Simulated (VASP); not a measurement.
Here is a VASP 6.6.1 calculation.

Contents of INCAR:

```
PREC     = Accurate       # precision mode
ENCUT    = 520            # plane-wave cutoff, eV
EDIFF    = 1E-6           # SCF threshold, eV
ISMEAR   = -1             # smearing method
SIGMA    = 0.05           # smearing width, eV
LREAL    = F              # projectors in reciprocal space
LASPH    = T              # aspherical terms in the spheres
NELM     = 60             # most SCF steps
ALGO     = Normal         # electronic algorithm
ISIF     = 2              # what is computed and relaxed
LWAVE    = F              # write WAVECAR
LCHARG   = T              # write CHGCAR
GGA      = PS             # functional
LELF     = T              # ELF
LVHAR    = T            
NBANDS   = 35             # bands
```

File KPOINTS:

```
regular mesh
0
Gamma
  6 6 8
```

Contents of POSCAR:

```
PbO2
1.0
    4.6375487730      0.0000000000      0.0000000000
    0.0000000000      4.6375487730      0.0000000000
    0.0000000000      0.0000000000      3.3858356355
Pb O
2 4
Direct
    0.5000000000      0.5000000000      0.5000000000
    0.0000000000      0.0000000000      0.0000000000
    0.6918661499      0.6918661499      0.0000000000
    0.8081338501      0.1918661499      0.5000000000
    0.1918661499      0.8081338501      0.5000000000
    0.3081338501      0.3081338501      0.0000000000
```

Potentials or basis: VASP PAW PBE potentials, release 64 (Pb_d, O).

Launch:

```bash
$ cat potpaw_PBE.64/Pb_d/POTCAR potpaw_PBE.64/O/POTCAR > POTCAR
$ mpirun -np 1 vasp_std > vasp.out
```

What does it give for the largest force?

0.004 eV/Å.

Predict the band gap on the k mesh.

zero (bands 26 and 27 overlap by 0.24 eV).

Predict the pressure.

30.4 GPa.

Stress tensor (GPa, compression positive):
```
30.34  0.00  0.00
 0.00 30.34  0.00
 0.00  0.00 30.53
```

Caveat: the cell stands under pressure; semilocal functionals underestimate gaps, so a narrow gap can read as zero; the PAW data sets were made with another functional, which shifts forces and pressure a little; spin-orbit coupling is left out, which moves the levels of the heavy elements.
